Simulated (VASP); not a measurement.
A run of VASP 6.6.1 is set up as follows.

INCAR

```
SYSTEM = Rh
  PREC = Accurate
  ENCUT = 500
  EDIFF = 1E-6
  ISMEAR = 0
  SIGMA = 0.1
  LREAL = .False.
  LASPH = .True.
  NELM = 120
  ALGO = Normal
  ISIF = 2
  LWAVE = .False.
  LCHARG = .True.
  GGA = PE
  LELF = .True.
  LVHAR = .True.
  NBANDS = 102
  GGA_COMPAT = .False.
```

File KPOINTS:

```
regular mesh
0
Gamma
  2 3 3
  0 0 0
```

The input POSCAR:

```
Rh
1.0
    0.0000000000      5.6935500000      5.6935500000
    3.7957000000      0.0000000000      3.7957000000
    3.7957000000      3.7957000000      0.0000000000
Rh
12
Direct
    0.0000000000      0.0000000000      0.0000000000
    0.0000000000      0.0000000000      0.5000000000
    0.0000000000      0.5000000000      0.0000000000
    0.0000000000      0.5000000000      0.5000000000
    0.3333333333      0.0000000000      0.0000000000
    0.3333333333      0.0000000000      0.5000000000
    0.3333333333      0.5000000000      0.0000000000
    0.3333333333      0.5000000000      0.5000000000
    0.6666666667      0.0000000000      0.0000000000
    0.6666666667      0.0000000000      0.5000000000
    0.6666666667      0.5000000000      0.0000000000
    0.6666666667      0.5000000000      0.5000000000
```

Potentials or basis: VASP PAW PBE potentials, release 64 (Rh_pv).

Command:

```sh
$ cat potpaw_PBE.64/Rh_pv/POTCAR > POTCAR
$ mpirun -np 1 vasp_std > vasp.out
```

(1) Predict the band gap on the k mesh.

(2) Predict the pressure.

Results:

(1) zero (bands 90 and 91 overlap by 0.87 eV).

(2) 9.0 GPa.

Caveat: the k points lie up to 0.48 Å⁻¹ apart, too coarse for converged energies and pressures of a metal.
